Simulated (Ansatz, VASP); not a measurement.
One calculation of Sn3Se, two programs

```xyz
4
Lattice="0.0000 3.7943 3.7943 3.7943 0.0000 3.7943 3.7943 3.7943 0.0000" Properties=species:S:1:pos:R:3 pbc="T T T"
Sn    1.8971    1.8971    1.8971
Sn    5.6914    5.6914    5.6914
Sn    3.7943    3.7943    3.7943
Se    0.0000    0.0000    0.0000
```

Alike in both runs: task single point; functional r2SCAN; k mesh 10 × 10 × 10; occupations gaussian, width 0.1 eV; no spin polarisation.

|  | VASP | Ansatz |
| --- | --- | --- |
| version | VASP 6.6.1 | Ansatz 0.2.0 |
| potentials or method | VASP PAW PBE potentials, release 64 (Sn_d, Se), cutoff 520 eV | scalar-relativistic, plane waves, PAW |
| valence electrons in the cell | 48 | 58 |

|  | VASP | Ansatz | Ansatz less VASP |
| --- | --- | --- | --- |
| gap on the k mesh at the Fermi level (eV) | none | none | - |
| pressure (GPa) | -3.3 | -3.3 | +0.03 |

VASP's potentials were made for PBE, not for r2SCAN. A gap of «none» marks a metal or a gap that the smearing closes. VASP's potentials hold 48 valence electrons a cell and Ansatz's 58, so a difference there can come from the potentials and not from the codes.
